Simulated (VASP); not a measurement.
# Ru (P6_3/mmc) in VASP: a series of runs, part 2 of 2

VASP 6.6.1. The steps go on from the part before.

## 5. Relaxation of shape and atoms at fixed volume, LDA (12.84 Å³/atom)

This run uses another cell than the first one, of 12.84 Å³/atom.

File INCAR:

```
SYSTEM = Ru
ALGO = Fast
EDIFF = 1E-7
EDIFFG = -0.001
ENCUT = 600
IBRION = 2
ISIF = 4
ISMEAR = -1
LASPH = .TRUE.
LCHARG = .FALSE.
LREAL = .FALSE.
LWAVE = .FALSE.
NELM = 80
NSW = 80
PREC = Accurate
SIGMA = 0.15
```

File KPOINTS:

```
k-points
0
G
  18 18 10
  0 0 0
```

File POSCAR:

```
Ru
1.0
    2.6578696546      0.0000000000      0.0000000000
   -1.3289348273      2.3017826408      0.0000000000
    0.0000000000      0.0000000000      4.1980180170
Ru
2
Direct
    0.3333333333      0.6666666667      0.2500000000
    0.6666666667      0.3333333333      0.7500000000
```

Run with:

```console
> cat potpaw_LDA.64/Ru_pv/POTCAR > POTCAR
> mpirun -np 1 vasp_std > vasp.out
```

It took 3.6 min on 1 thread of AMD EPYC 9R45 (Zen 5), shared host; peak memory 0.19 GiB.

It converged, with:

- Free energy: -21.4321 eV
- Energy gained by relaxing: 0.0 meV/atom
- Ionic steps: 3
- Pressure after relaxing: 8.8 GPa
- Band gap on the k mesh: zero (bands 14 and 15 overlap by 3.42 eV)

Final structure:
```cif
data_structure
_symmetry_space_group_name_H-M 'P 1'
_symmetry_Int_Tables_number 1
_cell_length_a 2.6569
_cell_length_b 2.6569
_cell_length_c 4.2011
_cell_angle_alpha 90.000
_cell_angle_beta 90.000
_cell_angle_gamma 120.000
_cell_volume 25.68
loop_
_atom_site_label
_atom_site_type_symbol
_atom_site_fract_x
_atom_site_fract_y
_atom_site_fract_z
_atom_site_occupancy
Ru1 Ru 0.33333 0.66667 0.25000 1
Ru2 Ru 0.66667 0.33333 0.75000 1
```

Levels at points of the mesh, in eV from the Fermi level:
| k point | band 11 | band 12 | band 13 | band 14 | band 15 | band 16 | band 17 | band 18 |
| --- | --- | --- | --- | --- | --- | --- | --- | --- |
| (0.00, 0.00, 0.00) | -2.66 | -2.11 | -2.11 | -1.54 | -1.54 | 1.28 | 1.28 | 1.36 |
| (0.50, 0.00, 0.00) | -2.24 | -1.90 | -1.65 | 1.57 | 2.03 | 2.12 | 4.39 | 6.52 |
| (0.00, 0.00, 0.50) | -3.04 | -3.04 | -2.92 | -2.92 | 0.60 | 0.60 | 0.60 | 0.60 |
| (0.50, 0.00, 0.50) | -1.17 | -1.17 | 0.48 | 0.48 | 1.85 | 1.85 | 3.61 | 3.61 |

## 6. Relaxation of cell and atoms, LDA, target pressure 11 GPa, at which the enthalpy is minimised

This run uses another cell than the first one, of 12.93 Å³/atom.

File INCAR:

```
SYSTEM = Ru
PREC     = Accurate       ! precision mode
ENCUT    = 600            ! plane-wave cutoff, eV
EDIFF    = 1E-6           ! SCF threshold, eV
ISMEAR   = -1             ! smearing method
SIGMA    = 0.15           ! smearing width, eV
LREAL    = .False.        ! projectors in reciprocal space
LASPH    = .True.         ! aspherical terms in the spheres
NELM     = 100            ! most SCF steps
ALGO     = Fast           ! electronic algorithm
ISIF     = 3              ! what is computed and relaxed
LWAVE    = .False.        ! write WAVECAR
LCHARG   = .False.        ! write CHGCAR
IBRION   = 2              ! ionic algorithm
NSW      = 80             ! ionic steps
EDIFFG   = -0.001         ! ionic threshold
PSTRESS  = 110.0
```

File KPOINTS:

```
regular mesh
0
Gamma
  18 18 10
  0 0 0
```

File POSCAR:

```
Ru
1.0
    2.6634364002      0.0000000000      0.0000000000
   -1.3317182001      2.3066035839      0.0000000000
    0.0000000000      0.0000000000      4.2093007244
Ru
2
Direct
    0.3333333333      0.6666666667      0.2500000000
    0.6666666667      0.3333333333      0.7500000000
```

Potentials or basis: VASP PAW LDA potentials, release 64 (Ru_pv).

Run with:

```console
> cat potpaw_LDA.64/Ru_pv/POTCAR > POTCAR
> mpirun -np 1 vasp_std > vasp.out
```

OUTCAR:

```text
SYSTEM = Ru
   PREC = Accurate
   ENCUT = 600
   EDIFF = 1E-6
   ISMEAR = -1
   LREAL = .False.
   LASPH = .True.
   NELM = 100
   ISIF = 3
   IBRION = 2
   NSW = 80
   EDIFFG = -0.001
   PSTRESS = 110.0

 ion  position               nearest neighbor table
   1  0.333  0.667  0.250-   2 2.61   2 2.61   2 2.61   2 2.61   2 2.61   2 2.61
   2  0.667  0.333  0.750-   1 2.61   1 2.61   1 2.61   1 2.61   1 2.61   1 2.61

  LATTYP: Found a hexagonal cell.
 ALAT       =     2.6634364002
 C/A-ratio  =     1.5804021917

  Lattice vectors:

 A1 = (   2.6634364002,   0.0000000000,   0.0000000000)
 A2 = (  -1.3317182001,   2.3066035839,   0.0000000000)
 A3 = (   0.0000000000,   0.0000000000,   4.2093007244)

Analysis of symmetry for initial positions (statically):
=====================================================================
 Subroutine PRICEL returns:
 Original cell was already a primitive cell.

 Routine SETGRP: Setting up the symmetry group for a
 hexagonal supercell.

 Subroutine GETGRP returns: Found 24 space group operations
 (whereof 12 operations were pure point group operations)
 out of a pool of 24 trial point group operations.

The static configuration has the point symmetry D_3d.
[... 273 lines left out ...]
  energy  without entropy=      -21.3118504388  energy(sigma->0) =      -21.36812176

  enthalpy is  TOTEN    =       -19.6699788065 eV   P V=        1.7544142772

[... ionic steps 4 to 39 ...]

--------------------------------------- Ionic step       40  -------------------------------------------

 number of electron      27.9999997 magnetization

------------------------ aborting loop because EDIFF is reached ----------------------------------------
[... 71 lines left out ...]
--------------------------------------- Ionic step       42  -------------------------------------------

 number of electron      27.9999997 magnetization

 Free energy of the ion-electron system (eV)
  ---------------------------------------------------
  ext. energy  EPLUGINS =         0.00000000
  ---------------------------------------------------
  free energy    TOTEN  =       -21.42379470 eV

  energy without entropy =      -21.31131942  energy(sigma->0) =      -21.36755706

 E-fermi :  13.8698     XC(G=0): -14.7580

 val. band max:       13.8462507634   @ k =   0.1667   0.1111   0.3000
 cond. band min:      13.8700026999   @ k =   0.2222   0.1111   0.1000
 fundamental gap:      0.0237519365
 Fermi energy:        13.8698498244

 k-point     1 :       0.0000    0.0000    0.0000
  band No.  band energies     occupation
      1     -29.8608      2.00000
      2     -28.6999      2.00000
      3     -28.6999      2.00000
      4     -28.4908      2.00000
      5     -28.4908      2.00000
      6     -28.4401      2.00000
[... 481 lines left out ...]
      5     -28.8000      2.00000
      6     -28.7046      2.00000
[... 10 lines left out ...]
     17      17.9551      0.00000
     18      21.7847      0.00000

 [... further k-points ...]

------------------------ aborting loop because EDIFF is reached ----------------------------------------

  FORCE on cell =-STRESS in cart. coord.  units (eV):
  Direction    XX          YY          ZZ          XY          YZ          ZX
  --------------------------------------------------------------------------------------
  -------------------------------------------------------------------------------------
  Total        1.7541125      1.7541125      1.7555077      0.0000000      0.0000000      0.0000000
  in kB      110.0196551    110.0196551    110.1071648      0.0000000      0.0000000      0.0000000
  external PRESSURE =       0.0488250 kB  Pullay stress =     110.0000000 kB
[... 21 lines left out ...]
  energy  without entropy=      -21.3113194205  energy(sigma->0) =      -21.36755706

  enthalpy is  TOTEN    =       -19.6699955762 eV   P V=        1.7537991281

 reached required accuracy - stopping structural energy minimisation
```

Run time: 15 min. Hardware: 1 thread of AMD EPYC 9R45 (Zen 5), shared host; peak memory 0.2 GiB.

What came out:

```yaml
Free_energy: -21.4238 eV
Relaxed_volume: 12.77 Å³/atom
Relaxed_cell: a = 2.652 Å, b = 2.652 Å, c = 4.194 Å, α = 90.00°, β = 90.00°, γ = 120.00°
Space_group_after_relaxing_to_0.1_Å: P6_3/mmc (No. 194)
Energy_change_on_relaxing_the_run_minimises_the_enthalpy: +8.4 meV/atom
Ionic_steps: 42
Pressure_after_relaxing: 11.0 GPa
Band_gap_on_the_k_mesh: zero (bands 14 and 15 overlap by 3.45 eV)
```

The path:
```tsv
step	energy change (eV)	largest force (eV/Å)	pressure (GPa)	volume (Å³)
1	0.0000	0.0000	5.86	25.86
3	0.0161	0.0000	10.98	25.55
5	0.0779	0.0000	21.43	24.94
7	0.0426	0.0000	16.23	25.24
9	0.0178	0.0000	11.20	25.53
11	0.0165	0.0000	10.92	25.55
13	0.0166	0.0000	10.99	25.55
15	0.0170	0.0000	10.98	25.54
17	0.0167	0.0000	10.98	25.54
19	0.0166	0.0000	10.97	25.55
21	0.0167	0.0000	10.97	25.54
23	0.0168	0.0000	11.02	25.54
25	0.0168	0.0000	11.02	25.54
27	0.0167	0.0000	11.01	25.54
29	0.0165	0.0000	10.92	25.55
31	0.0166	0.0000	10.95	25.55
33	0.0166	0.0000	10.97	25.55
35	0.0166	0.0000	10.98	25.55
37	0.0168	0.0000	11.03	25.54
39	0.0167	0.0000	11.03	25.54
41	0.0167	0.0000	11.02	25.54
42	0.0167	0.0000	11.00	25.54
```

Final structure:
```yaml
crystal:
  lattice:
    - [2.65191, 0.00000, 0.00000]
    - [-1.32596, 2.29662, 0.00000]
    - [0.00000, 0.00000, 4.19420]
  atoms:
    - { symbol: Ru, position: [0.33333, 0.66667, 0.25000] }
    - { symbol: Ru, position: [0.66667, 0.33333, 0.75000] }
```

Levels at points of the mesh, in eV from the Fermi level:
| k point | band 11 | band 12 | band 13 | band 14 | band 15 | band 16 | band 17 | band 18 |
| --- | --- | --- | --- | --- | --- | --- | --- | --- |
| (0.00, 0.00, 0.00) | -2.68 | -2.12 | -2.12 | -1.55 | -1.55 | 1.29 | 1.29 | 1.37 |
| (0.50, 0.00, 0.00) | -2.26 | -1.91 | -1.67 | 1.58 | 2.05 | 2.14 | 4.42 | 6.56 |
| (0.00, 0.00, 0.50) | -3.06 | -3.06 | -2.93 | -2.93 | 0.60 | 0.60 | 0.60 | 0.60 |
| (0.50, 0.00, 0.50) | -1.18 | -1.18 | 0.48 | 0.48 | 1.87 | 1.87 | 3.64 | 3.64 |

Caveat: the cell is relaxed towards a set pressure, so the run minimises the enthalpy, not the energy.

## 7. Overview

| task | cell | gap on the mesh (eV) | pressure (GPa) |
| --- | --- | --- | --- |
| relaxation of cell and atoms | relaxed to 5 GPa from a = 2.676, b = 2.676, c = 4.226 Å, angles 90.0, 90.0, 120.0°, 2 atoms | none | 5.0 |
| relaxation of shape and atoms at fixed volume | relaxed from a = 2.694, b = 2.694, c = 4.254 Å, angles 90.0, 90.0, 120.0°, 2 atoms | none | -6.0 |
| relaxation of cell and atoms | relaxed to 22 GPa from a = 2.650, b = 2.650, c = 4.190 Å, angles 90.0, 90.0, 120.0°, 2 atoms | none | 22.0 |
| relaxation of shape and atoms at fixed volume | relaxed from a = 2.658, b = 2.658, c = 4.198 Å, angles 90.0, 90.0, 120.0°, 2 atoms | none | 8.8 |
| relaxation of cell and atoms | relaxed to 11 GPa from a = 2.663, b = 2.663, c = 4.209 Å, angles 90.0, 90.0, 120.0°, 2 atoms | none | 11.0 |

Alike in all rows: level LDA; potentials or basis VASP PAW LDA potentials, release 64 (Ru_pv); no spin polarisation; k mesh 18 × 18 × 10; cutoff (eV) 600; smearing fermi-dirac 0.15 eV.

Caveats: the cell is relaxed towards a set pressure, so the run minimises the enthalpy, not the energy (at least some runs).

Absolute energies hang on the potentials; compare differences alone.
